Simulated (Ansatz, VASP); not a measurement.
## One calculation of SrO, two programs

```
CELL_PARAMETERS angstrom
0.00000 2.57989 2.57989
2.57989 0.00000 2.57989
2.57989 2.57989 0.00000
ATOMIC_POSITIONS crystal
Sr 0.50000 0.50000 0.50000
O 0.00000 0.00000 0.00000
```

Alike in both runs: task single point; functional r2SCAN; k mesh 6 × 6 × 6; no spin polarisation.

|  | VASP | Ansatz |
| --- | --- | --- |
| version | VASP 6.6.1 | Ansatz 0.2.0 |
| potentials or method | VASP PAW PBE potentials, release 64 (Sr_sv, O) | plane waves |
| plane-wave cutoff (eV) | 520 | 500 |
| occupations | gaussian, width 0.01 eV | fixed |
| valence electrons in the cell | 16 | 16 |

```tsv
	VASP	Ansatz	Ansatz less VASP
gap on the k mesh at the Fermi level (eV)	3.75	3.80	+0.052
pressure (GPa)	0.5	0.0	-0.52
```

VASP's potentials were made for PBE, not for r2SCAN.
